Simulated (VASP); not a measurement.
Wanted: the native input for a VASP 6.6.1 run.

```
Task                   : single point
Functional             : PBE
Potentials or basis    : VASP PAW PBE potentials, release 64 (W_sv, Se)
Cutoff                 : 520 eV
k mesh                 : 10 × 10 × 2
Occupations            : gaussian, width 0.05 eV
Spin                   : collinear spin
Starting moments       : [0.05, 0.05, 0.0, 0.0, 0.0, 0.0] μB
Dipole correction      : no
Further INCAR settings : ALGO = Normal; EDIFF = 1e-06; NBANDS = 39
```

The structure of WSe2 lies in POSCAR:

```
WSe2
1.0
    3.3209687438      0.0000000000      0.0000000000
   -1.6604843719      2.8760432973      0.0000000000
    0.0000000000      0.0000000000     15.5718478879
W Se
2 4
Direct
    0.3333333333      0.6666666667      0.2500000000
    0.6666666667      0.3333333333      0.7500000000
    0.3333333333      0.6666666667      0.6422324914
    0.6666666667      0.3333333333      0.1422324914
    0.3333333333      0.6666666667      0.8577675086
    0.6666666667      0.3333333333      0.3577675086
```

The input as run:

INCAR

```
PREC = Accurate
ENCUT = 520
EDIFF = 1E-6
ISMEAR = 0
SIGMA = 0.05
LREAL = F
LASPH = T
NELM = 150
ALGO = Normal
ISIF = 2
LWAVE = F
LCHARG = T
ISPIN = 2
MAGMOM = 0.05 0.05 0 0 0 0
LORBIT = 11
LMAXMIX = 4
GGA = PE
LELF = T
LVHAR = T
NBANDS = 39
```

KPOINTS

```
Automatic mesh
0
Gamma
  10 10 2
```

Potentials or basis: VASP PAW PBE potentials, release 64 (W_sv, Se).

Launch:

```sh
$ cat potpaw_PBE.64/W_sv/POTCAR potpaw_PBE.64/Se/POTCAR > POTCAR
$ mpirun -np 1 vasp_std > vasp.out
```

Results of the run:

The pressure is 0.2 GPa and the largest force is 0.044 eV/Å. The band gap on the k mesh is 1.69 eV (least direct gap 1.82 eV). The net moment is 0.00 μB per cell and the valence electrons inside the program's atomic spheres are W 11.93; Se 3.89.

Caveat: spin-orbit coupling is left out, which moves the levels of the heavy elements; this functional lacks dispersion, which binds layers or chains, so the pressure and a relaxed spacing across them are unreliable.

Wall time 8.1 min on 1 thread of Intel Xeon 8259CL (shared host), peak memory 0.5 GiB.
